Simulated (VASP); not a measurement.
Runs of VASP 6.6.1 on CdF2. The structure is that of space group I4/mmm (No. 139), or close to it. The cells are those of the table. 

| cell | gap on the mesh (eV) | pressure (GPa) |
| --- | --- | --- |
| a = 3.759, b = 3.759, c = 3.605 Å, angles 61.3, 61.3, 57.3°, 3 atoms | 3.07 | (a) |
| a = 3.722, b = 3.722, c = 3.832 Å, angles 59.0, 59.0, 62.0°, 3 atoms | 2.96 | 4.5 |
| a = 3.732, b = 3.732, c = 3.806 Å, angles 59.3, 59.3, 61.3°, 3 atoms | (b) | 4.5 |
| a = 3.812, b = 3.812, c = 3.657 Å, angles 61.3, 61.3, 57.3°, 3 atoms | 2.92 | 4.4 |

Alike in all rows: task single point; level PBEsol; potentials or basis VASP PAW PBE potentials, release 64 (Cd_sv_GW, F); no spin polarisation; k mesh 8 × 8 × 8; cutoff (eV) 700; smearing gaussian 0.05 eV.

Fill in the values left out.

(a) 10.5; (b) 3.02.

Caveats: the PAW data sets were made with another functional, which shifts forces and pressure a little; the stress differs along the axes, from 4 to 14 GPa (at least some runs); the stress differs along the axes, from 2 to 9 GPa (at least some runs); the cell stands under pressure (at least some runs); the stress differs along the axes, from -2 to 7 GPa (at least some runs).

A k mesh can miss the band edges, and the runs leave out spin-orbit coupling on Cd.
